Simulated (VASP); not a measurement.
# ZnCu (P4/mmm) in VASP: further runs, part 2 of 3

VASP 6.6.1.

## Step 3: Single point, PBE (uniaxial strain along c: -1.0 %)

The input, INCAR:

```
PREC     = Accurate       # precision mode
ENCUT    = 520            # plane-wave cutoff, eV
EDIFF    = 1E-6           # SCF threshold, eV
ISMEAR   = 0              # smearing method
SIGMA    = 0.1            # smearing width, eV
LREAL    = False          # projectors in reciprocal space
LASPH    = True           # aspherical terms in the spheres
NELM     = 100            # most SCF steps
ALGO     = Fast           # electronic algorithm
ISIF     = 2              # what is computed and relaxed
LWAVE    = False          # write WAVECAR
LCHARG   = True           # write CHGCAR
GGA      = PE             # functional
LELF     = True           # ELF
LVHAR    = True         
NBANDS   = 18             # bands
```

The input, KPOINTS:

```
regular mesh
0
Gamma
  16 16 12
```

The input, POSCAR:

```
ZnCu
1.0
    2.7607771888      0.0000000000      0.0000000000
    0.0000000000      2.7607771888      0.0000000000
    0.0000000000      0.0000000000      3.3997396895
Zn Cu
1 1
Direct
    0.5000000000      0.5000000000      0.5000000000
    0.0000000000      0.0000000000      0.0000000000
```

Potentials or basis: VASP PAW PBE potentials, release 64 (Zn, Cu).

Run with:

```console
cat potpaw_PBE.64/Zn/POTCAR potpaw_PBE.64/Cu/POTCAR > POTCAR
mpirun -np 1 vasp_std > vasp.out
```

It took 66 s on 1 thread of Intel Xeon 6975P-C (Granite Rapids), shared host; peak memory 0.26 GiB.

Results (log left out):

* Free energy: -5.0102 eV
* Pressure: 1.5 GPa

Stress tensor (GPa, compression positive):
```
1.93 0.00 0.00
0.00 1.93 0.00
0.00 0.00 0.52
```

Levels at points of the mesh, in eV from the Fermi level:
| k point | band 10 | band 11 | band 12 | band 13 | band 14 | band 15 |
| --- | --- | --- | --- | --- | --- | --- |
| (0.00, 0.00, 0.00) | -2.68 | -2.50 | 2.08 | 7.04 | 8.80 | 8.80 |
| (0.50, 0.00, 0.00) | -3.00 | -2.74 | -1.49 | 8.66 | 8.89 | 10.03 |
| (0.50, 0.50, 0.00) | -2.18 | -0.80 | -0.80 | 3.10 | 3.64 | 11.12 |
| (0.00, 0.00, 0.50) | -2.97 | -2.74 | -2.52 | 12.72 | 12.72 | 13.68 |
| (0.50, 0.00, 0.50) | -2.55 | -2.33 | -1.94 | 1.19 | 1.68 | 15.99 |
| (0.50, 0.50, 0.50) | -2.17 | 4.03 | 4.03 | 4.17 | 4.25 | 4.25 |

Caveat: the cell differs from its parent crystal (uniaxial strain along c: -1.0 %).

## Step 4: Single point, PBE (uniaxial strain along c: -1.0 %, then relaxed in part)

The input, INCAR:

```
PREC = Accurate
ENCUT = 520
EDIFF = 1E-7
ISMEAR = 0
SIGMA = 0.1
LREAL = False
LASPH = True
NELM = 100
ALGO = Fast
ISIF = 2
LWAVE = False
LCHARG = False
GGA = PE
NBANDS = 18
```

The input, KPOINTS:

```
Automatic mesh
0
Gamma
  16 16 12
```

The input, POSCAR:

```
ZnCu
1.0
    2.7735363207      0.0000000000      0.0000000000
    0.0000000000      2.7735363207      0.0000000000
    0.0000000000      0.0000000000      3.3997396895
Zn Cu
1 1
Direct
    0.5000000000      0.5000000000      0.5000000000
    0.0000000000      0.0000000000      0.0000000000
```

Potentials or basis: VASP PAW PBE potentials, release 64 (Zn, Cu).

Run with:

```console
cat potpaw_PBE.64/Zn/POTCAR potpaw_PBE.64/Cu/POTCAR > POTCAR
mpirun -np 1 vasp_std > vasp.out
```

OUTCAR:

```text
PREC = Accurate
   ENCUT = 520
   EDIFF = 1E-7
   ISMEAR = 0
   LREAL = False
   LASPH = True
   NELM = 100
   ISIF = 2
   GGA = PE

 ion  position               nearest neighbor table
   1  0.500  0.500  0.500-   2 2.60   2 2.60   2 2.60   2 2.60   2 2.60   2 2.60   2 2.60   2 2.60

   2  0.000  0.000  0.000-   1 2.60   1 2.60   1 2.60   1 2.60   1 2.60   1 2.60   1 2.60   1 2.60

  LATTYP: Found a simple tetragonal cell.
 ALAT       =     2.7735363207
 C/A-ratio  =     1.2257779587

  Lattice vectors:

 A1 = (   2.7735363207,   0.0000000000,   0.0000000000)
 A2 = (   0.0000000000,   2.7735363207,   0.0000000000)
 A3 = (   0.0000000000,   0.0000000000,   3.3997396895)

Analysis of symmetry for initial positions (statically):
=====================================================================
 Subroutine PRICEL returns:
 Original cell was already a primitive cell.

 Routine SETGRP: Setting up the symmetry group for a
 simple tetragonal supercell.

 Subroutine GETGRP returns: Found 16 space group operations
 (whereof 16 operations were pure point group operations)
 out of a pool of 16 trial point group operations.

The static configuration has the point symmetry D_4h.

Analysis of symmetry for dynamics (positions and initial velocities):
=====================================================================
 Subroutine PRICEL returns:
 Original cell was already a primitive cell.

 Routine SETGRP: Setting up the symmetry group for a
 simple tetragonal supercell.

 Subroutine GETGRP returns: Found 16 space group operations
 (whereof 16 operations were pure point group operations)
 out of a pool of 16 trial point group operations.

The dynamic configuration has the point symmetry D_4h.

 Subroutine INISYM returns: Found 16 space group operations
 (whereof 16 operations are pure point group operations),
 and found     1 'primitive' translations

----------------------------------------------------------------------------------------

                                     Primitive cell

  volume of cell :      26.1525

  direct lattice vectors                    reciprocal lattice vectors
     2.773536321  0.000000000  0.000000000     0.360550533  0.000000000  0.000000000
     0.000000000  2.773536321  0.000000000     0.000000000  0.360550533  0.000000000
     0.000000000  0.000000000  3.399739690     0.000000000  0.000000000  0.294140167

  length of vectors
     2.773536321  2.773536321  3.399739690     0.360550533  0.360550533  0.294140167

  position of ions in fractional coordinates (direct lattice)
     0.500000000  0.500000000  0.500000000
     0.000000000  0.000000000  0.000000000

  ion indices of the primitive-cell ions
   primitive index   ion index
                 1           1
                 2           2

----------------------------------------------------------------------------------------

 KPOINTS: Automatic mesh

Automatic generation of k-mesh.
 Grid dimensions read from file:
 generate k-points for:   16   16   12

 Generating k-lattice:

  Cartesian coordinates                     Fractional coordinates (reciprocal lattice)
     0.022534408  0.000000000  0.000000000     0.062500000  0.000000000  0.000000000
     0.000000000  0.022534408  0.000000000     0.000000000  0.062500000  0.000000000
     0.000000000  0.000000000  0.024511681     0.000000000  0.000000000  0.083333333

  Length of vectors
     0.022534408  0.022534408  0.024511681

  Shift w.r.t. Gamma in fractional coordinates (k-lattice)
     0.000000000  0.000000000  0.000000000

 Subroutine IBZKPT returns following result:
 ===========================================

 Found    315 irreducible k-points:

 Following reciprocal coordinates:
            Coordinates               Weight
  0.000000  0.000000  0.000000      1.000000
  0.062500  0.000000  0.000000      4.000000
  0.125000  0.000000  0.000000      4.000000
  0.187500  0.000000  0.000000      4.000000
  0.250000  0.000000  0.000000      4.000000
  0.312500  0.000000  0.000000      4.000000
[... 16 lines left out ...]
  0.437500  0.125000  0.000000      8.000000
  0.500000  0.125000  0.000000      4.000000
 [... further k-points ...]
   k-points           NKPTS =    315   k-points in BZ     NKDIM =    315   number of bands    NBANDS=     18
   number of dos      NEDOS =    301   number of ions     NIONS =      2
   total plane-waves  NPLWV =  16128
   dimension x,y,z NGX =    24 NGY =   24 NGZ =   28
   dimension x,y,z NGXF=    48 NGYF=   48 NGZF=   56
   ions per type =               1   1
   NGX,Y,Z   is equivalent  to a cutoff of  14.39, 14.39, 13.69 a.u.
   NGXF,Y,Z  is equivalent  to a cutoff of  28.77, 28.77, 27.38 a.u.
 SYSTEM =  unknown system
   PREC   = accura    normal or accurate (medium, high low for compatibility)
   ISTART =      0    job   : 0-new  1-cont  2-samecut
   ICHARG =      2    charge: 1-file 2-atom 10-const
   ISPIN  =      1    spin polarized calculation?
   LNONCOLLINEAR =      F non collinear calculations
   LSORBIT =      F    spin-orbit coupling
   LASPH  =      T    aspherical Exc in radial PAW
   ENCUT  =  520.0 eV  38.22 Ry    6.18 a.u.   5.16  5.16  6.32*2*pi/ulx,y,z
   NELM   =    100;   NELMIN=  2; NELMDL= -5     # of ELM steps
   EDIFF  = 0.1E-06   stopping-criterion for ELM
   LREAL  =      F    real-space projection
   EDIFFG = 0.1E-05   stopping-criterion for IOM
   NSW    =      0    number of steps for IOM
   IBRION =     -1    ionic relax: 0-MD 1-quasi-New 2-CG
   NFREE  =      0    steps in history (QN), initial steepest desc. (CG)
   ISIF   =      2    stress and relaxation
   ISYM   =      2    0-nonsym 1-usesym 2-fastsym
   POTIM  = 0.5000    time-step for ionic-motion
   TEBEG  =    0.0;   TEEND  =   0.0 temperature during run
   PSTRESS=    0.0 pullay stress
   NELECT =      23.0000    total number of electrons
   NUPDOWN=      -1.0000    fix difference up-down
   EMIN   =  10.00;   EMAX   =-10.00  energy-range for DOS
   EFERMI =   0.00;   METHOD = LEGACY
   ISMEAR =     0;   SIGMA  =   0.10  broadening in eV -4-tet -1-fermi 0-gaus
   EFERMI_NEDOS =   21; number of points for ismear=-14 and -15
   IALGO  =     68    algorithm
   IMIX   =      4    mixing-type and parameters
     AMIX     =   0.40;   BMIX     =  1.00
     AMIX_MAG =   1.60;   BMIX_MAG =  1.00
  volume/ion in A,a.u.               =      13.08        88.24
  Fermi-wavevector in a.u.,A,eV,Ry     =   1.568482  2.964002 33.472196  2.460137
  Thomas-Fermi vector in A             =   2.670507
   LORBIT       =      0    0 simple, 1 ext, 2 COOP (PROOUT), +10 PAW based schemes
   GGA     = PE    functional components
   LHFCALC =     F    Hartree Fock is set to
   AEXX    =    0.0000 exact exchange contribution
   IVDW    =     0    specifies the selected vdW correction
   LEPSILON=     F    determine dielectric tensor
   LRPA    =     F    only Hartree local field effects (RPA)
 non-spin polarized calculation
 RMM-DIIS sequential band-by-band and
 Gauss-broadening in eV      SIGMA  =   0.10
  energy-cutoff  :      520.00
  volume of cell :       26.15
 maximum number of plane-waves:       732
 NGX is ok and might be reduce to    24
   NGX = 11   NGY = 11   NGZ = 13

 number of electron      23.0000001 magnetization

 Free energy of the ion-electron system (eV)
  ---------------------------------------------------
  ext. energy  EPLUGINS =         0.00000000
  ---------------------------------------------------
  free energy    TOTEN  =        -5.01188723 eV

  energy without entropy =       -5.00916625  energy(sigma->0) =       -5.01052674

 E-fermi :   5.2939     XC(G=0): -12.2688

 val. band max:        5.2905519255   @ k =   0.0000   0.0000   0.1667
 cond. band min:       5.2988970457   @ k =   0.3750   0.1250   0.1667
 fundamental gap:      0.0083451202
 Fermi energy:         5.2939016830

 k-point     1 :       0.0000    0.0000    0.0000
  band No.  band energies     occupation
      1      -4.8536      2.00000
      2      -2.5622      2.00000
      3      -2.4892      2.00000
      4      -1.8398      2.00000
      5      -1.8398      2.00000
      6      -1.6598      2.00000
[... 10 lines left out ...]
     17      19.9283      0.00000
     18      26.5902      0.00000
[... 463 lines left out ...]
 k-point    24 :       0.5000    0.1250    0.0000
  band No.  band energies     occupation
      1      -2.2833      2.00000
      2      -2.2083      2.00000
      3      -2.1536      2.00000
      4      -2.1113      2.00000
      5      -1.8285      2.00000
      6       0.1135      2.00000
[... 10 lines left out ...]
     17      16.4638      0.00000
     18      17.1139      0.00000

 [... further k-points ...]

------------------------ aborting loop because EDIFF is reached ----------------------------------------

  FORCE on cell =-STRESS in cart. coord.  units (eV):
  Direction    XX          YY          ZZ          XY          YZ          ZX
  --------------------------------------------------------------------------------------
  -------------------------------------------------------------------------------------
  Total        0.0937505      0.0937505     -0.1402397      0.0000000     -0.0000000      0.0000000
  in kB        5.7434246      5.7434246     -8.5914842      0.0000000     -0.0000000      0.0000000
  external PRESSURE =       0.9651217 kB  Pullay stress =       0.0000000 kB

 VOLUME and BASIS-vectors are now :
 -----------------------------------------------------------------------------
  energy-cutoff  :      520.00
  volume of cell :       26.15
      direct lattice vectors                 reciprocal lattice vectors
     2.773536321  0.000000000  0.000000000     0.360550533  0.000000000  0.000000000
     0.000000000  2.773536321  0.000000000     0.000000000  0.360550533  0.000000000
     0.000000000  0.000000000  3.399739690     0.000000000  0.000000000  0.294140167

 POSITION                                       TOTAL-FORCE (eV/Angst)
 -----------------------------------------------------------------------------------
      1.38677      1.38677      1.69987         0.000000      0.000000      0.000000
      0.00000      0.00000      0.00000         0.000000      0.000000      0.000000
 -----------------------------------------------------------------------------------
    total drift:                                0.000000      0.000000     -0.000000

  FREE ENERGIE OF THE ION-ELECTRON SYSTEM (eV)
  ---------------------------------------------------
  free  energy   TOTEN  =        -5.0118872307 eV

  energy  without entropy=       -5.0091662491  energy(sigma->0) =       -5.01052674
```

Run time: 81 s. Hardware: 1 thread of Intel Xeon 6975P-C (Granite Rapids), shared host; peak memory 0.26 GiB.

What came out:

```
Free energy : -5.0119 eV
Pressure    : 0.1 GPa
```

Caveat: the cell differs from its parent crystal (uniaxial strain along c: -1.0 %, then relaxed in part).

[end of part 2 of 3]
